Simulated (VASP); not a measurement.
# LiCl (P6_3/mmc) in VASP: G0W0 quasiparticle levels with r2SCAN

Aim: the G0W0 quasiparticle levels of LiCl with r2SCAN.

All numbers are computed with VASP 6.6.1; they aren't measurements. Logs are shortened: lines on timing, memory, paths and dates and some standing lists are left out, and cuts for length are marked.

**1. The cell of the first run**

The structure is hexagonal, space group P6_3/mmc (No. 194). The conventional cell has a = 3.575 Å, b = 3.575 Å, c = 6.024 Å, α = 90.00°, β = 90.00°, γ = 120.00°. Within 3.4 Å of Li (site symmetry -3m) lie 6 Cl at 2.56 Å and 2 Li at 3.01 Å. Cl (site symmetry -6m2) has 6 Li at 2.56 Å within 3.4 Å.

**2. G0W0 quasiparticle levels, r2SCAN**

Input file POSCAR:

```
LiCl
1.0
    3.5749486144      0.0000000000      0.0000000000
   -1.7874743072      3.0959963173      0.0000000000
    0.0000000000      0.0000000000      6.0240820252
Li Cl
2 2
Direct
    0.0000000000      0.0000000000      0.0000000000
    0.0000000000      0.0000000000      0.5000000000
    0.3333333333      0.6666666667      0.2500000000
    0.6666666667      0.3333333333      0.7500000000
```

Input file INCAR.step1:

```
  PREC = Accurate
  ENCUT = 500
  EDIFF = 1E-8
  ISMEAR = 0
  SIGMA = 0.01
  LREAL = False
  LASPH = True
  NELM = 80
  ALGO = Normal
  LWAVE = True
  LCHARG = False
  METAGGA = R2SCAN
  LMIXTAU = True
```

Input file INCAR.step2:

```
  PREC = Accurate
  ENCUT = 500
  EDIFF = 1E-8
  ISMEAR = 0
  SIGMA = 0.01
  LREAL = False
  LASPH = True
  NELM = 1
  ALGO = Exact
  LWAVE = True
  LCHARG = False
  METAGGA = R2SCAN
  LMIXTAU = True
  NBANDS = 258
  LOPTICS = True
  ISTART = 1
```

Input file INCAR.step3:

```
  PREC = Accurate
  ENCUT = 500
  EDIFF = 1E-8
  ISMEAR = 0
  SIGMA = 0.01
  LREAL = False
  LASPH = True
  ALGO = EVGW0
  LWAVE = False
  LCHARG = False
  METAGGA = R2SCAN
  LMIXTAU = True
  NELMGW = 1
  NBANDS = 258
  ENCUTGW = 140.0
  NOMEGA = 96
  PRECFOCK = Fast
  ISTART = 1
  NBANDSGW = 16
  OMEGAMAX = 20
```

Input file KPOINTS:

```
regular mesh
0
Gamma
  6 6 2
```

Potentials or basis: VASP PAW PBE potentials, release 64 (Li_GW, Cl_GW).

Started as:

```console
> cat potpaw_PBE.64/Li_GW/POTCAR potpaw_PBE.64/Cl_GW/POTCAR > POTCAR
> cp INCAR.step1 INCAR
> mpirun -np 1 vasp_std > vasp.out
> cp INCAR.step2 INCAR
> mpirun -np 1 vasp_std > vasp.out
> cp INCAR.step3 INCAR
> mpirun -np 1 vasp_std > vasp.out
```

OUTCAR:

```text
PREC = Accurate
   ENCUT = 500
   EDIFF = 1E-8
   ISMEAR = 0
   LREAL = False
   LASPH = True
   METAGGA = R2SCAN
   NELMGW = 1
   ENCUTGW = 140.0
   PRECFOCK = Fast
   ISTART = 1

 ion  position               nearest neighbor table
   1  0.000  0.000  0.000-   3 2.56   4 2.56   4 2.56   3 2.56   4 2.56   3 2.56   2 3.01   2 3.01

   2  0.000  0.000  0.500-   3 2.56   4 2.56   4 2.56   3 2.56   4 2.56   3 2.56   1 3.01   1 3.01

   3  0.333  0.667  0.250-   1 2.56   2 2.56   1 2.56   2 2.56   1 2.56   2 2.56
   4  0.667  0.333  0.750-   1 2.56   2 2.56   1 2.56   2 2.56   1 2.56   2 2.56

  LATTYP: Found a hexagonal cell.
 ALAT       =     3.5749486144
 C/A-ratio  =     1.6850821298

  Lattice vectors:

 A1 = (   3.5749486144,   0.0000000000,   0.0000000000)
 A2 = (  -1.7874743072,   3.0959963173,   0.0000000000)
 A3 = (   0.0000000000,   0.0000000000,   6.0240820252)

Analysis of symmetry for initial positions (statically):
=====================================================================
 Subroutine PRICEL returns:
 Original cell was already a primitive cell.

 Routine SETGRP: Setting up the symmetry group for a
 hexagonal supercell.

 Subroutine GETGRP returns: Found 24 space group operations
 (whereof 12 operations were pure point group operations)
 out of a pool of 24 trial point group operations.

The static configuration has the point symmetry D_3d.
 The point group associated with its full space group is D_6h.

Analysis of symmetry for dynamics (positions and initial velocities):
=====================================================================
 Subroutine PRICEL returns:
 Original cell was already a primitive cell.

 Routine SETGRP: Setting up the symmetry group for a
 hexagonal supercell.

 Subroutine GETGRP returns: Found 24 space group operations
 (whereof 12 operations were pure point group operations)
 out of a pool of 24 trial point group operations.

The dynamic configuration has the point symmetry D_3d.
 The point group associated with its full space group is D_6h.

 Subroutine INISYM returns: Found 24 space group operations
 (whereof 12 operations are pure point group operations),
 and found     1 'primitive' translations

----------------------------------------------------------------------------------------

                                     Primitive cell

  volume of cell :      66.6747

  direct lattice vectors                    reciprocal lattice vectors
     3.574948614  0.000000000  0.000000000     0.279724300  0.161498900  0.000000000
    -1.787474307  3.095996317  0.000000000     0.000000000  0.322997800  0.000000000
     0.000000000  0.000000000  6.024082025     0.000000000  0.000000000  0.166000396

  length of vectors
     3.574948614  3.574948614  6.024082025     0.322997800  0.322997800  0.166000396

  position of ions in fractional coordinates (direct lattice)
     0.000000000  0.000000000  0.000000000
     0.000000000  0.000000000  0.500000000
     0.333333333  0.666666667  0.250000000
     0.666666667  0.333333333  0.750000000

  ion indices of the primitive-cell ions
   primitive index   ion index
                 1           1
                 2           2
                 3           3
                 4           4

----------------------------------------------------------------------------------------

 KPOINTS: regular mesh

Automatic generation of k-mesh.
 Grid dimensions read from file:
 generate k-points for:    6    6    2

 Generating k-lattice:

  Cartesian coordinates                     Fractional coordinates (reciprocal lattice)
     0.046620717  0.026916483  0.000000000     0.166666667  0.000000000  0.000000000
     0.000000000  0.053832967  0.000000000     0.000000000  0.166666667  0.000000000
     0.000000000  0.000000000  0.083000198     0.000000000  0.000000000  0.500000000

  Length of vectors
     0.053832967  0.053832967  0.083000198

  Shift w.r.t. Gamma in fractional coordinates (k-lattice)
     0.000000000  0.000000000  0.000000000

 Subroutine IBZKPT returns following result:
 ===========================================

 Found     14 irreducible k-points:

 Following reciprocal coordinates:
            Coordinates               Weight
  0.000000  0.000000  0.000000      1.000000
  0.166667  0.000000  0.000000      6.000000
  0.333333  0.000000  0.000000      6.000000
  0.500000  0.000000  0.000000      3.000000
  0.166667  0.166667  0.000000      6.000000
  0.333333  0.166667  0.000000     12.000000
  0.333333  0.333333  0.000000      2.000000
  0.000000  0.000000  0.500000      1.000000
  0.166667  0.000000  0.500000      6.000000
  0.333333  0.000000  0.500000      6.000000
  0.500000  0.000000  0.500000      3.000000
  0.166667  0.166667  0.500000      6.000000
  0.333333  0.166667  0.500000     12.000000
  0.333333  0.333333  0.500000      2.000000
   k-points           NKPTS =     14   k-points in BZ     NKDIM =     72   number of bands    NBANDS=    258
   number of dos      NEDOS =    301   number of ions     NIONS =      4
   total plane-waves  NPLWV =  37632
   dimension x,y,z NGX =    28 NGY =   28 NGZ =   48
   dimension x,y,z NGXF=    56 NGYF=   56 NGZF=   96
   ions per type =               2   2
   NGX,Y,Z   is equivalent  to a cutoff of  13.02, 13.02, 13.25 a.u.
   NGXF,Y,Z  is equivalent  to a cutoff of  26.04, 26.04, 26.49 a.u.
 SYSTEM =  unknown system
   PREC   = accura    normal or accurate (medium, high low for compatibility)
   ISTART =      1    job   : 0-new  1-cont  2-samecut
   ICHARG =      0    charge: 1-file 2-atom 10-const
   ISPIN  =      1    spin polarized calculation?
   LNONCOLLINEAR =      F non collinear calculations
   LSORBIT =      F    spin-orbit coupling
   LASPH  =      T    aspherical Exc in radial PAW
   ENCUT  =  500.0 eV  36.75 Ry    6.06 a.u.   6.52  6.52 10.98*2*pi/ulx,y,z
   NELM   =     60;   NELMIN=  2; NELMDL=  0     # of ELM steps
   EDIFF  = 0.1E-07   stopping-criterion for ELM
   LREAL  =      F    real-space projection
   EDIFFG = 0.1E-06   stopping-criterion for IOM
   NSW    =      0    number of steps for IOM
   IBRION =     -1    ionic relax: 0-MD 1-quasi-New 2-CG
   NFREE  =      0    steps in history (QN), initial steepest desc. (CG)
   ISIF   =      0    stress and relaxation
   ISYM   =      3    0-nonsym 1-usesym 2-fastsym
   POTIM  = 0.5000    time-step for ionic-motion
   TEBEG  =    0.0;   TEEND  =   0.0 temperature during run
   PSTRESS=    0.0 pullay stress
   NELECT =      16.0000    total number of electrons
   NUPDOWN=      -1.0000    fix difference up-down
   EMIN   =  10.00;   EMAX   =-10.00  energy-range for DOS
   EFERMI =   0.00;   METHOD = LEGACY
   ISMEAR =     0;   SIGMA  =   0.01  broadening in eV -4-tet -1-fermi 0-gaus
   EFERMI_NEDOS =   21; number of points for ismear=-14 and -15
   IALGO  =     38    algorithm
   IMIX   =      4    mixing-type and parameters
     AMIX     =   0.40;   BMIX     =  1.00
     AMIX_MAG =   1.60;   BMIX_MAG =  1.00
  volume/ion in A,a.u.               =      16.67       112.49
  Fermi-wavevector in a.u.,A,eV,Ry     =   1.017328  1.922472 14.081443  1.034957
  Thomas-Fermi vector in A             =   2.150723
   LORBIT       =      0    0 simple, 1 ext, 2 COOP (PROOUT), +10 PAW based schemes
   METAGGA = R2SCAN    functional components
   LHFCALC =     T    Hartree Fock is set to
   PRECFOCK=fast      Normal, Fast or Accurate (Low or Medium for compatibility)
   ENCUT4O =  -1.0   cutoff for four orbital integrals eV
   NKREDX  =     1    reduce k-point grid by
   NKREDY  =     1    reduce k-point grid by
   NKREDZ  =     1    reduce k-point grid by
   AEXX    =    1.0000 exact exchange contribution
   HFSCREEN=    0.0000 screening length (either q_TF or 0.3 A-1)
   HFSCREENC=   0.0000 screening length for correlation (either q_TF or 0.3 A-1)
   ENCUTFOCK=  -1.0 apply spherical cutoff to Coloumb kernel
   IVDW    =     0    specifies the selected vdW correction
   LEPSILON=     F    determine dielectric tensor
   LRPA    =     F    only Hartree local field effects (RPA)
   LRPAFORCE           =     F    calculate RPA forces
   ENCUTGW             = 140.0    cutoff for response function in eV
   ENCUTGWSOFT         = 112.0    soft cutoff for Coulomb kernel in GW response function in eV
   ENCUTLF             =  -1.0    cutoff for local field effects
   NELMGW              =     1    number of iterations in solving QP/BSE equation
   NELMHF              =     1    number of iterations in the inner HF iteration
   NKREDLFX            =     1    NKREDLFY  =   1   NKREDLFZ  =   1
 non-spin polarized calculation
 Gauss-broadening in eV      SIGMA  =   0.01
  energy-cutoff  :      500.00
  volume of cell :       66.67
 maximum number of plane-waves:      1712
 NGX is ok and might be reduce to    28
  NGX = 16; NGY = 16; NGZ = 28
   NGX = 13   NGY = 13   NGZ = 21
 maximum number of plane-waves:       262
 NGX is ok and might be reduce to    14

 QP shifts <psi_nk| G(iteration)W_0 |psi_nk>: iteration 1
 for sc-GW calculations column KS-energies equals QP-energies in previous step
 and V_xc(KS)=  KS-energies - (<T + V_ion + V_H > + <T+V_H+V_ion>^1  + <V_x>^1)

 k-point   1 :       0.0000    0.0000    0.0000
  band No.  KS-energies  QP-energies   sigma(KS)   V_xc(KS)     V^pw_x(r,r')   Z            occupation Imag(sigma)

      1     -15.3104     -16.0595     -16.6776     -15.7147     -24.1202       0.7779       2.0000       1.5109
      2     -14.7602     -15.3442     -16.9400     -16.1774     -24.3960       0.7659       2.0000       1.3596
      3      -4.2036      -6.1051     -15.1383     -12.7549     -17.5565       0.7978       2.0000       0.0452
      4      -1.4423      -3.0018     -16.9514     -15.0325     -18.9151       0.8127       2.0000       0.0292
      5      -1.4423      -3.0018     -16.9514     -15.0325     -18.9151       0.8127       2.0000       0.0292
      6      -1.3953      -2.9477     -16.9777     -15.0688     -18.9462       0.8133       2.0000       0.0285
[... 8 lines left out ...]
     15      11.9787      13.1636      -8.2308      -9.6437      -4.4620       0.8387       0.0000      -0.0541
     16      12.2515      13.2398      -6.7093      -7.8936      -2.7541       0.8344       0.0000      -0.0618

 k-point   2 :       0.1667    0.0000    0.0000
  band No.  KS-energies  QP-energies   sigma(KS)   V_xc(KS)     V^pw_x(r,r')   Z            occupation Imag(sigma)

      1     -15.1789     -15.8913     -16.7202     -15.8092     -24.1719       0.7820       2.0000       1.4830
      2     -14.6706     -15.2340     -16.9909     -16.2514     -24.4421       0.7619       2.0000       1.3306
      3      -4.0207      -5.8982     -15.2059     -12.8565     -17.5821       0.7992       2.0000       0.0433
      4      -2.2972      -3.9610     -16.1727     -14.1141     -18.2425       0.8082       2.0000       0.0317
      5      -1.8958      -3.5119     -16.4685     -14.4761     -18.4731       0.8111       2.0000       0.0303
      6      -1.7241      -3.3219     -16.6805     -14.7110     -18.6833       0.8113       2.0000       0.0299
[... 8 lines left out ...]
     15      10.6609      11.7428      -7.0643      -8.3464      -3.4096       0.8438       0.0000      -0.0518
     16      11.8231      12.7418      -8.5054      -9.6251      -4.4973       0.8205       0.0000      -0.0654
[... 208 lines left out ...]
      5      -2.6582      -4.3676     -15.9646     -13.8447     -18.1030       0.8063       2.0000       0.0335
      6      -2.6582      -4.3676     -15.9646     -13.8447     -18.1030       0.8063       2.0000       0.0335
[... 8 lines left out ...]
     15      11.7208      12.6056      -8.5992      -9.6746      -4.6154       0.8227       0.0000      -0.0638
     16      11.7208      12.6056      -8.5992      -9.6746      -4.6154       0.8227       0.0000      -0.0638

 k-point  14 :       0.3333    0.3333    0.5000
  band No.  KS-energies  QP-energies   sigma(KS)   V_xc(KS)     V^pw_x(r,r')   Z            occupation Imag(sigma)

      1     -14.4981     -15.0057     -17.0750     -16.3954     -24.5343       0.7468       2.0000       1.2719
      2     -14.4981     -15.0057     -17.0750     -16.3954     -24.5343       0.7468       2.0000       1.2719
      3      -3.7536      -5.5827     -15.2748     -12.9914     -17.5938       0.8010       2.0000       0.0414
      4      -3.7536      -5.5827     -15.2748     -12.9914     -17.5938       0.8010       2.0000       0.0414
      5      -3.2827      -5.0761     -15.6067     -13.3744     -17.8684       0.8034       2.0000       0.0376
      6      -3.2827      -5.0761     -15.6067     -13.3744     -17.8684       0.8034       2.0000       0.0376
[... 8 lines left out ...]
     15      11.1489      12.0404      -8.6298      -9.7028      -4.8114       0.8308       0.0000      -0.0581
     16      11.1489      12.0404      -8.6298      -9.7028      -4.8114       0.8308       0.0000      -0.0581
```

It took 16 min on 1 thread of Intel Xeon 6975P-C (Granite Rapids), shared host; peak memory 1.2 GiB.

Results:

```yaml
Quasiparticle_gap: 9.31 eV
Least_direct_quasiparticle_gap: 9.31 eV
Band_gap_of_the_starting_levels_on_the_mesh: 7.25 eV
Least_direct_gap_of_the_starting_levels_on_the_mesh: 7.25 eV
```

Caveat: the k points lie up to 0.52 Å⁻¹ apart; bands, screening cutoff and mesh are small and nothing is extrapolated, so the quasiparticle values aren't converged.
